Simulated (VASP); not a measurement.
The system is Zr2AlN3.

```
CELL_PARAMETERS angstrom
3.29844 0.00000 0.00000
-1.64922 2.85653 0.00000
0.00000 0.00000 17.04513
ATOMIC_POSITIONS crystal
Zr 0.33333 0.66667 0.08333
Zr 0.33333 0.66667 0.41667
Zr 0.66667 0.33333 0.58333
Zr 0.66667 0.33333 0.91667
Al 0.33333 0.66667 0.75000
Al 0.66667 0.33333 0.25000
N 0.00000 0.00000 0.00000
N 0.00000 0.00000 0.33333
N 0.00000 0.00000 0.66667
N 0.00000 0.00000 0.16667
N 0.00000 0.00000 0.50000
N 0.00000 0.00000 0.83333
```

* Program: VASP 6.6.1
* Task: relaxation of cell and atoms
* Functional: PBE
* Potentials or basis: VASP PAW PBE potentials, release 64 (Zr_sv, Al, N)
* Cutoff: 600 eV
* k mesh: 6 × 6 × 1
* Occupations: gaussian, width 0.1 eV
* Spin: no spin polarisation

At the start: pressure -26.0 GPa; volume 13.38 Å³/atom.

**Question.** How do energy, volume and symmetry change on relaxing?

**Answer.** Over 10 steps the energy falls by 232.8 meV/atom and the volume is 11.21 Å³/atom (-16.2 %); space group P6_3/mmc (No. 194, to 0.1 Å) before and after.

The path:
```
step  energy change (eV)  largest force (eV/Å)  pressure (GPa)  volume (Å³)
   1              0.0000                0.9272          -26.02       160.60
   2              0.4696                2.2612           53.90       115.18
   3             -2.4583                1.6761           -0.17       136.24
   4             -2.4613                1.6946            0.91       135.59
   5             -2.7413                0.7028            0.96       134.49
   6             -2.7422                0.7473            1.00       134.43
   7             -2.7872                0.1086           -1.77       135.46
   8             -2.7906                0.0699           -1.24       135.25
   9             -2.7914                0.0879            1.01       133.87
  10             -2.7940                0.0132           -0.05       134.51
```

Final structure:
```
Zr Al N
1.0
     3.08790    0.00000    0.00000
    -1.54395    2.67420    0.00000
     0.00000    0.00000   16.28915
Zr Al N
4 2 6
Direct
  0.33333 0.66667 0.08390
  0.33333 0.66667 0.41610
  0.66667 0.33333 0.58390
  0.66667 0.33333 0.91610
  0.33333 0.66667 0.75000
  0.66667 0.33333 0.25000
  0.00000 0.00000 0.00000
  0.00000 0.00000 0.32633
  0.00000 0.00000 0.67367
  0.00000 0.00000 0.17367
  0.00000 0.00000 0.50000
  0.00000 0.00000 0.82633
```

Caveat: the k points lie up to 0.39 Å⁻¹ apart in the final cell, too coarse for converged energies and pressures of a metal; the volume moved by over 15 % at a fixed basis, so the end points are rough.
